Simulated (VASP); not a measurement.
# I (P6_3/mmc) in VASP: notebook

I is run at these levels: PBE; tasks: relaxation of cell and atoms.

Program: VASP 6.6.1. These are calculated values, not measurements. Logs are shortened: lines on timing, memory, paths and dates and some standing lists are left out, and cuts for length are marked.

### Step 1. The cell of the first run

The structure is hexagonal, space group P6_3/mmc (No. 194). The conventional cell has a = 3.590 Å, b = 3.590 Å, c = 5.862 Å, α = 90.00°, β = 90.00°, γ = 120.00°. Within 4.7 Å of I (site symmetry -6m2) lie 12 I at 3.59 Å.

### Step 2. Relaxation of cell and atoms, PBE

The input, INCAR:

```
SYSTEM = I
  PREC = Accurate
  ENCUT = 600
  EDIFF = 1E-6
  ISMEAR = -1
  SIGMA = 0.02
  LREAL = .False.
  LASPH = .True.
  NELM = 60
  ALGO = Normal
  ISIF = 3
  LWAVE = .False.
  LCHARG = .False.
  GGA = PE
  IBRION = 2
  NSW = 60
  EDIFFG = -0.03
```

The input, KPOINTS:

```
regular mesh
0
Gamma
  8 8 4
  0 0 0
```

The input, POSCAR:

```
I
1.0
    3.5900000000      0.0000000000      0.0000000000
   -1.7950000000      3.1090311996      0.0000000000
    0.0000000000      0.0000000000      5.8624700000
I
2
Direct
    0.3333333333      0.6666666667      0.2500000000
    0.6666666667      0.3333333333      0.7500000000
```

Potentials or basis: VASP PAW PBE potentials, release 64 (I).

Command:

```console
$ cat potpaw_PBE.64/I/POTCAR > POTCAR
$ mpirun -np 1 vasp_std > vasp.out
```

OUTCAR:

```text
SYSTEM = I
   PREC = Accurate
   ENCUT = 600
   EDIFF = 1E-6
   ISMEAR = -1
   LREAL = .False.
   LASPH = .True.
   NELM = 60
   ISIF = 3
   GGA = PE
   IBRION = 2
   NSW = 60
   EDIFFG = -0.03

 ion  position               nearest neighbor table
   1  0.333  0.667  0.250-
   2  0.667  0.333  0.750-

  LATTYP: Found a hexagonal cell.
 ALAT       =     3.5900000000
 C/A-ratio  =     1.6330000000

  Lattice vectors:

 A1 = (   3.5900000000,   0.0000000000,   0.0000000000)
 A2 = (  -1.7950000000,   3.1090311996,   0.0000000000)
 A3 = (   0.0000000000,   0.0000000000,   5.8624700000)

Analysis of symmetry for initial positions (statically):
=====================================================================
 Subroutine PRICEL returns:
 Original cell was already a primitive cell.

 Routine SETGRP: Setting up the symmetry group for a
 hexagonal supercell.

 Subroutine GETGRP returns: Found 24 space group operations
 (whereof 12 operations were pure point group operations)
 out of a pool of 24 trial point group operations.

The static configuration has the point symmetry D_3d.
 The point group associated with its full space group is D_6h.

Analysis of symmetry for dynamics (positions and initial velocities):
=====================================================================
 Subroutine PRICEL returns:
 Original cell was already a primitive cell.

 Routine SETGRP: Setting up the symmetry group for a
 hexagonal supercell.

 Subroutine GETGRP returns: Found 24 space group operations
 (whereof 12 operations were pure point group operations)
 out of a pool of 24 trial point group operations.

The dynamic configuration has the point symmetry D_3d.
 The point group associated with its full space group is D_6h.

 Subroutine INISYM returns: Found 24 space group operations
 (whereof 12 operations are pure point group operations),
 and found     1 'primitive' translations

----------------------------------------------------------------------------------------

                                     Primitive cell

  volume of cell :      65.4335

  direct lattice vectors                    reciprocal lattice vectors
     3.590000000  0.000000000  0.000000000     0.278551532  0.160821802  0.000000000
    -1.795000000  3.109031200  0.000000000     0.000000000  0.321643604  0.000000000
     0.000000000  0.000000000  5.862470000     0.000000000  0.000000000  0.170576566

  length of vectors
     3.590000000  3.590000000  5.862470000     0.321643604  0.321643604  0.170576566

  position of ions in fractional coordinates (direct lattice)
     0.333333333  0.666666667  0.250000000
     0.666666667  0.333333333  0.750000000

  ion indices of the primitive-cell ions
   primitive index   ion index
                 1           1
                 2           2

----------------------------------------------------------------------------------------

 KPOINTS: regular mesh

Automatic generation of k-mesh.
 Grid dimensions read from file:
 generate k-points for:    8    8    4

 Generating k-lattice:

  Cartesian coordinates                     Fractional coordinates (reciprocal lattice)
     0.034818942  0.020102725  0.000000000     0.125000000  0.000000000  0.000000000
     0.000000000  0.040205451  0.000000000     0.000000000  0.125000000  0.000000000
     0.000000000  0.000000000  0.042644141     0.000000000  0.000000000  0.250000000

  Length of vectors
     0.040205451  0.040205451  0.042644141

  Shift w.r.t. Gamma in fractional coordinates (k-lattice)
     0.000000000  0.000000000  0.000000000

 Subroutine IBZKPT returns following result:
 ===========================================

 Found     30 irreducible k-points:

 Following reciprocal coordinates:
            Coordinates               Weight
  0.000000  0.000000  0.000000      1.000000
  0.125000  0.000000  0.000000      6.000000
  0.250000  0.000000  0.000000      6.000000
  0.375000  0.000000  0.000000      6.000000
  0.500000  0.000000  0.000000      3.000000
  0.125000  0.125000  0.000000      6.000000
[... 16 lines left out ...]
  0.250000  0.000000  0.500000      6.000000
  0.375000  0.000000  0.500000      6.000000
 [... further k-points ...]
   k-points           NKPTS =     30   k-points in BZ     NKDIM =     30   number of bands    NBANDS=     11
   number of dos      NEDOS =    301   number of ions     NIONS =      2
   total plane-waves  NPLWV =  43200
   dimension x,y,z NGX =    30 NGY =   30 NGZ =   48
   dimension x,y,z NGXF=    60 NGYF=   60 NGZF=   96
   ions per type =               2
   NGX,Y,Z   is equivalent  to a cutoff of  13.89, 13.89, 13.61 a.u.
   NGXF,Y,Z  is equivalent  to a cutoff of  27.78, 27.78, 27.22 a.u.
 SYSTEM =  I
   PREC   = accura    normal or accurate (medium, high low for compatibility)
   ISTART =      0    job   : 0-new  1-cont  2-samecut
   ICHARG =      2    charge: 1-file 2-atom 10-const
   ISPIN  =      1    spin polarized calculation?
   LNONCOLLINEAR =      F non collinear calculations
   LSORBIT =      F    spin-orbit coupling
   LASPH  =      T    aspherical Exc in radial PAW
   ENCUT  =  600.0 eV  44.10 Ry    6.64 a.u.   7.17  7.17 11.71*2*pi/ulx,y,z
   NELM   =     60;   NELMIN=  2; NELMDL= -5     # of ELM steps
   EDIFF  = 0.1E-05   stopping-criterion for ELM
   LREAL  =      F    real-space projection
   EDIFFG = -.3E-01   stopping-criterion for IOM
   NSW    =     60    number of steps for IOM
   IBRION =      2    ionic relax: 0-MD 1-quasi-New 2-CG
   NFREE  =      1    steps in history (QN), initial steepest desc. (CG)
   ISIF   =      3    stress and relaxation
   ISYM   =      2    0-nonsym 1-usesym 2-fastsym
   POTIM  = 0.5000    time-step for ionic-motion
   TEBEG  =    0.0;   TEEND  =   0.0 temperature during run
   PSTRESS=    0.0 pullay stress
   NELECT =      14.0000    total number of electrons
   NUPDOWN=      -1.0000    fix difference up-down
   EMIN   =  10.00;   EMAX   =-10.00  energy-range for DOS
   EFERMI =   0.00;   METHOD = LEGACY
   ISMEAR =    -1;   SIGMA  =   0.02  broadening in eV -4-tet -1-fermi 0-gaus
   EFERMI_NEDOS =   21; number of points for ismear=-14 and -15
   IALGO  =     38    algorithm
   IMIX   =      4    mixing-type and parameters
     AMIX     =   0.40;   BMIX     =  1.00
     AMIX_MAG =   1.60;   BMIX_MAG =  1.00
  volume/ion in A,a.u.               =      32.72       220.78
  Fermi-wavevector in a.u.,A,eV,Ry     =   0.979154  1.850332 13.044472  0.958742
  Thomas-Fermi vector in A             =   2.109985
   LORBIT       =      0    0 simple, 1 ext, 2 COOP (PROOUT), +10 PAW based schemes
   GGA     = PE    functional components
   LHFCALC =     F    Hartree Fock is set to
   AEXX    =    0.0000 exact exchange contribution
   IVDW    =     0    specifies the selected vdW correction
   LEPSILON=     F    determine dielectric tensor
   LRPA    =     F    only Hartree local field effects (RPA)
 conjugate gradient relaxation of ions
 non-spin polarized calculation
  energy-cutoff  :      600.00
  volume of cell :       65.43
 maximum number of plane-waves:      2194
 NGX is ok and might be reduce to    30
   NGX = 15   NGY = 15   NGZ = 23

--------------------------------------- Ionic step        1  -------------------------------------------

 number of electron      14.0000000 magnetization

 Free energy of the ion-electron system (eV)
  ---------------------------------------------------
  ext. energy  EPLUGINS =         0.00000000
  ---------------------------------------------------
  free energy    TOTEN  =        -1.96078998 eV

  energy without entropy =       -1.95322901  energy(sigma->0) =       -1.95700949

------------------------ aborting loop because EDIFF is reached ----------------------------------------

  FORCE on cell =-STRESS in cart. coord.  units (eV):
  Direction    XX          YY          ZZ          XY          YZ          ZX
  --------------------------------------------------------------------------------------
  -------------------------------------------------------------------------------------
  Total        0.6794495      0.6794495      1.5293204      0.0000000      0.0000000      0.0000000
  in kB       16.6367161     16.6367161     37.4462996      0.0000000      0.0000000      0.0000000
  external PRESSURE =      23.5732439 kB  Pullay stress =       0.0000000 kB
[... 21 lines left out ...]
  energy  without entropy=       -1.9532290053  energy(sigma->0) =       -1.95700949

--------------------------------------- Ionic step        2  -------------------------------------------

 number of electron      14.0000001 magnetization

 E-fermi :   4.4256     XC(G=0):  -9.1096

 val. band max:        4.4164059523   @ k =   0.2500   0.1250   0.0000
 cond. band min:       4.4793634659   @ k =   0.5000   0.0000   0.2500
 fundamental gap:      0.0629575136
 Fermi energy:         4.4256477525

 k-point     1 :       0.0000    0.0000    0.0000
  band No.  band energies     occupation
      1      -8.9397      2.00000
      2      -7.6001      2.00000
      3      -0.0260      2.00000
      4       4.8368      0.00000
      5       4.8368      0.00000
      6       5.3805      0.00000
      7       5.4983      0.00000
      8       5.4983      0.00000
      9      11.0665      0.00000
     10      11.6198      0.00000
     11      13.6589      0.00000
[... 387 lines left out ...]
  FREE ENERGIE OF THE ION-ELECTRON SYSTEM (eV)
  ---------------------------------------------------
  free  energy   TOTEN  =        -2.0187373882 eV

  energy  without entropy=       -2.0151603204  energy(sigma->0) =       -2.01694885

[... ionic steps 4 to 14 ...]

--------------------------------------- Ionic step       15  -------------------------------------------

 number of electron      14.0000005 magnetization

------------------------ aborting loop because EDIFF is reached ----------------------------------------

  FORCE on cell =-STRESS in cart. coord.  units (eV):
  Direction    XX          YY          ZZ          XY          YZ          ZX
  --------------------------------------------------------------------------------------
  -------------------------------------------------------------------------------------
  Total       -0.0653118     -0.0653118      0.1304651      0.0000000      0.0000000      0.0000000
  in kB       -1.2140545     -1.2140545      2.4251639      0.0000000      0.0000000      0.0000000
  external PRESSURE =      -0.0009817 kB  Pullay stress =       0.0000000 kB
[... 57 lines left out ...]
  energy  without entropy=       -2.5188236624  energy(sigma->0) =       -2.51907954

--------------------------------------- Ionic step       17  -------------------------------------------

 number of electron      13.9999997 magnetization

 Free energy of the ion-electron system (eV)
  ---------------------------------------------------
  ext. energy  EPLUGINS =         0.00000000
  ---------------------------------------------------
  free energy    TOTEN  =        -2.52105763 eV

  energy without entropy =       -2.52066423  energy(sigma->0) =       -2.52086093

 E-fermi :   2.1981     XC(G=0):  -7.5282

 val. band max:        2.1201097001   @ k =   0.5000   0.0000   0.0000
 cond. band min:       2.2904015217   @ k =   0.3750   0.0000   0.0000
 fundamental gap:      0.1702918217
 Fermi energy:         2.1980650327

 k-point     1 :       0.0000    0.0000    0.0000
  band No.  band energies     occupation
      1     -11.5270      2.00000
      2     -11.4776      2.00000
      3      -1.2412      2.00000
      4      -0.4374      2.00000
      5       3.9181      0.00000
      6       3.9181      0.00000
      7       3.9344      0.00000
      8       3.9344      0.00000
      9       6.2560      0.00000
     10      10.9763      0.00000
     11      11.1119      0.00000
[... 351 lines left out ...]
  FREE ENERGIE OF THE ION-ELECTRON SYSTEM (eV)
  ---------------------------------------------------
  free  energy   TOTEN  =        -2.5210576306 eV

  energy  without entropy=       -2.5206642303  energy(sigma->0) =       -2.52086093

 reached required accuracy - stopping structural energy minimisation
```

It took 7.3 min on 1 thread of Intel Xeon Platinum 8259CL at 2.50GHz (Skylake/Cascade Lake), shared host; peak memory 0.22 GiB.

What came out:

```yaml
Free_energy: -2.5211 eV
Relaxed_volume: 46.15 Å³/atom
Relaxed_cell: a = 3.352 Å, b = 3.352 Å, c = 9.484 Å, α = 90.00°, β = 90.00°, γ = 120.00°
Space_group_after_relaxing_to_0.1_Å: P6_3/mmc (No. 194)
Energy_gained_by_relaxing: 280.1 meV/atom
Ionic_steps: 17
Pressure_after_relaxing: 0.1 GPa
Band_gap_on_the_k_mesh: zero (bands 7 and 8 overlap by 2.94 eV)
```

Stress tensor (GPa, compression positive):
```
0.09 0.00 0.00
0.00 0.09 0.00
0.00 0.00 0.01
```

Step by step:
```tsv
step	energy change (eV)	largest force (eV/Å)	pressure (GPa)	volume (Å³)
1	0.0000	0.0000	2.36	65.43
2	-0.0522	0.0000	0.28	70.09
3	-0.0579	0.0000	-0.46	72.40
4	-0.0809	0.0000	-0.58	72.76
5	-0.2184	0.0000	-0.57	73.48
6	-0.4930	0.0000	1.90	73.42
7	-0.5064	0.0000	1.86	74.99
8	-0.5197	0.0000	1.89	78.25
9	-0.5431	0.0000	0.92	81.04
10	-0.5518	0.0000	-0.21	85.24
11	-0.5522	0.0000	-0.04	84.51
12	-0.5522	0.0000	-0.02	84.38
13	-0.5529	0.0000	0.00	84.65
14	-0.5540	0.0000	-0.01	85.17
15	-0.5560	0.0000	0.00	86.19
16	-0.5585	0.0000	0.02	88.23
17	-0.5603	0.0000	0.07	92.30
```

Final structure:
```
I
1.0
     3.35224    0.00000    0.00000
    -1.67612    2.90312    0.00000
     0.00000    0.00000    9.48449
I
2
Direct
  0.33333 0.66667 0.25000
  0.66667 0.33333 0.75000
```

Levels at points of the mesh, in eV from the Fermi level:
| k point | band 4 | band 5 | band 6 | band 7 | band 8 | band 9 | band 10 | band 11 |
| --- | --- | --- | --- | --- | --- | --- | --- | --- |
| (0.00, 0.00, 0.00) | -2.64 | 1.72 | 1.72 | 1.74 | 1.74 | 4.06 | 8.78 | 8.91 |
| (0.50, 0.00, 0.00) | -5.03 | -1.29 | -1.05 | -0.12 | -0.08 | 5.26 | 6.32 | 6.42 |
| (0.00, 0.00, 0.50) | -3.07 | 1.73 | 1.73 | 1.73 | 1.73 | 5.54 | 5.54 | 8.86 |
| (0.50, 0.00, 0.50) | -5.05 | -1.17 | -1.17 | -0.10 | -0.10 | 5.45 | 5.45 | 6.41 |

Caveat: the volume moved by over 15 % at a fixed basis, so the end points are rough; spin-orbit coupling is left out, which moves the levels of the heavy elements; this functional lacks dispersion, which binds the layers, so the pressure and a relaxed spacing across them are unreliable.

### Step 3. Relaxation of cell and atoms, PBE, target pressure 5 GPa, at which the enthalpy is minimised

The input, INCAR:

```
ALGO = Normal
EDIFF = 1E-6
EDIFFG = -0.03
ENCUT = 600
GGA = PE
IBRION = 2
ISIF = 3
ISMEAR = -1
LASPH = True
LCHARG = False
LREAL = False
LWAVE = False
NELM = 80
NSW = 60
PREC = Accurate
PSTRESS = 50.0
SIGMA = 0.02
```

The input, KPOINTS:

```
k-points
0
Gamma
  8 8 4
```

POSCAR is that of step 2.

Potentials or basis: VASP PAW PBE potentials, release 64 (I).

Command:

```console
$ cat potpaw_PBE.64/I/POTCAR > POTCAR
$ mpirun -np 1 vasp_std > vasp.out
```

It took 8.8 min on 1 thread of Intel Xeon Platinum 8259CL at 2.50GHz (Skylake/Cascade Lake), shared host; peak memory 0.22 GiB.

It converged, with:

| Quantity | Value |
| --- | --- |
| Free energy | -2.2897 eV |
| Relaxed volume | 32.49 Å³/atom |
| Relaxed cell | a = 3.246 Å, b = 3.246 Å, c = 7.120 Å, α = 90.00°, β = 90.00°, γ = 120.00° |
| Space group after relaxing (to 0.1 Å) | P6_3/mmc (No. 194) |
| Energy change on relaxing (the run minimises the enthalpy) | -164.4 meV/atom |
| Ionic steps | 24 |
| Pressure after relaxing | 4.9 GPa |
| Band gap on the k mesh | zero (bands 7 and 8 overlap by 3.51 eV) |

The path:
| step | energy change (eV) | largest force (eV/Å) | pressure (GPa) | volume (Å³) |
| --- | --- | --- | --- | --- |
| 1 | 0.0000 | 0.0000 | 2.36 | 65.43 |
| 2 | 0.1032 | 0.0000 | 5.69 | 60.45 |
| 3 | 0.1027 | 0.0000 | 5.68 | 60.46 |
| 4 | 0.1023 | 0.0000 | 6.38 | 59.61 |
| 5 | 0.1163 | 0.0000 | 8.97 | 57.68 |
| 6 | 0.6345 | 0.0000 | 22.53 | 53.11 |
| 7 | 0.1199 | 0.0000 | 9.59 | 57.32 |
| 8 | 0.2014 | 0.0000 | 14.24 | 55.30 |
| 9 | 0.1287 | 0.0000 | 11.07 | 56.56 |
| 10 | 0.1575 | 0.0000 | 12.81 | 55.82 |
| 11 | 0.1393 | 0.0000 | 11.94 | 56.18 |
| 12 | 0.1304 | 0.0000 | 12.07 | 56.22 |
| 13 | 0.1152 | 0.0000 | 12.55 | 56.32 |
| 14 | 0.0932 | 0.0000 | 12.21 | 56.61 |
| 15 | 0.0305 | 0.0000 | 11.10 | 57.47 |
| 16 | -0.0806 | 0.0000 | 9.15 | 59.23 |
| 17 | -0.2517 | 0.0000 | 5.93 | 62.84 |
| 18 | -0.3032 | 0.0000 | 4.86 | 64.31 |
| 19 | -0.3089 | 0.0000 | 4.76 | 64.49 |
| 20 | -0.3141 | 0.0000 | 4.65 | 64.66 |
| 21 | -0.3172 | 0.0000 | 4.68 | 64.71 |
| 22 | -0.3247 | 0.0000 | 4.83 | 64.86 |
| 23 | -0.3325 | 0.0000 | 5.18 | 65.14 |
| 24 | -0.3289 | 0.0000 | 4.94 | 64.97 |

Final structure:
```
I
1.0
     3.24598    0.00000    0.00000
    -1.62299    2.81110    0.00000
     0.00000    0.00000    7.12033
I
2
Cartesian
  0.0000 1.8741 1.7801
  1.6230 0.9370 5.3402
```

Levels at points of the mesh, in eV from the Fermi level:
| k point | band 5 | band 6 | band 7 | band 8 | band 9 | band 10 |
| --- | --- | --- | --- | --- | --- | --- |
| (0.00, 0.00, 0.00) | 2.01 | 2.01 | 2.22 | 2.22 | 4.92 | 8.86 |
| (0.50, 0.00, 0.00) | -2.13 | -0.97 | -0.30 | 0.17 | 5.04 | 5.77 |
| (0.00, 0.00, 0.50) | 2.11 | 2.11 | 2.11 | 2.11 | 8.38 | 8.38 |
| (0.50, 0.00, 0.50) | -1.33 | -1.33 | -0.07 | -0.07 | 4.93 | 4.93 |

Caveat: the cell is relaxed towards a set pressure, so the run minimises the enthalpy, not the energy; a cell axis changed by over 15 % at a fixed basis, so the end point is rough; spin-orbit coupling is left out, which moves the levels of the heavy elements; this functional lacks dispersion, which binds the layers, so the pressure and a relaxed spacing across them are unreliable.

(Part 1 of 2 ends here.)
